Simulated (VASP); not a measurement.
A run of VASP 6.6.1:

File INCAR:

```
  ALGO = Normal
  EDIFF = 1E-6
  ENCUT = 500
  GGA = LIBXC
  GGA_COMPAT = F
  ISIF = 2
  ISMEAR = 0
  ISPIN = 2
  LASPH = T
  LCHARG = F
  LIBXC1 = GGA_X_PBE_SOL
  LIBXC2 = GGA_C_PBE
  LORBIT = 11
  LREAL = F
  LWAVE = F
  MAGMOM = 0.5 0.5
  NBANDS = 15
  NELM = 200
  NUPDOWN = 1.0
  PREC = Accurate
  SIGMA = 0.025
```

KPOINTS

```
k-points
0
Gamma
  8 8 8
```

POSCAR

```
Si
1.0
    0.0000000000      2.7035831784      2.7035831784
    2.7035831784      0.0000000000      2.7035831784
    2.7035831784      2.7035831784      0.0000000000
Si
2
Direct
    0.5000000000      0.5000000000      0.5000000000
    0.7500000000      0.7500000000      0.7500000000
```

Potentials or basis: VASP PAW PBE potentials, release 64 (Si).

Command:

```bash
$ cat potpaw_PBE.64/Si/POTCAR > POTCAR
$ mpirun -np 1 vasp_std > vasp.out
```

Hardware: 1 thread of Intel(R) Xeon(R) Platinum 8559C (Emerald Rapids) (shared host).

How long does it take, and how much memory?

It took 19 s on 1 thread of Intel(R) Xeon(R) Platinum 8559C (Emerald Rapids) (shared host), peak memory 0.17 GiB. Counts: scf iterations 13, k points 29.
